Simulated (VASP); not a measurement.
A run of VASP 6.6.1 is set up as follows.

The input INCAR:

```
SYSTEM = Ti
  PREC = Accurate
  ENCUT = 520
  EDIFF = 1E-7
  ISMEAR = 0
  SIGMA = 0.1
  LREAL = .False.
  LASPH = .True.
  NELM = 100
  ALGO = Fast
  ISIF = 2
  LWAVE = .False.
  LCHARG = .False.
  GGA = PE
  NBANDS = 19
```

KPOINTS

```
regular mesh
0
Gamma
  24 24 12
  0 0 0
```

The input POSCAR:

```
Ti
1.0
    2.8503043195      0.0000000000      0.0000000000
   -1.4251521597      2.4684359492      0.0000000000
    0.0000000000      0.0000000000      4.7343454259
Ti
2
Direct
    0.3333333333      0.6666666667      0.2500000000
    0.6666666667      0.3333333333      0.7500000000
```

Potentials or basis: VASP PAW PBE potentials, release 64 (Ti_sv).

Command:

```console
$ cat potpaw_PBE.64/Ti_sv/POTCAR > POTCAR
$ mpirun -np 1 vasp_std > vasp.out
```

Question: Predict the pressure.

Answer: 4.8 GPa.

Question: Predict the band gap on the k mesh.

Answer: Zero (bands 12 and 13 overlap by 0.96 eV).

Stress tensor (GPa, compression positive):
```
6.68 0.00 0.00
0.00 6.68 0.00
0.00 0.00 1.14
```

Caveat: the cell differs from its parent crystal (biaxial strain in the a-b plane: -3.0 %); the cell stands under pressure.
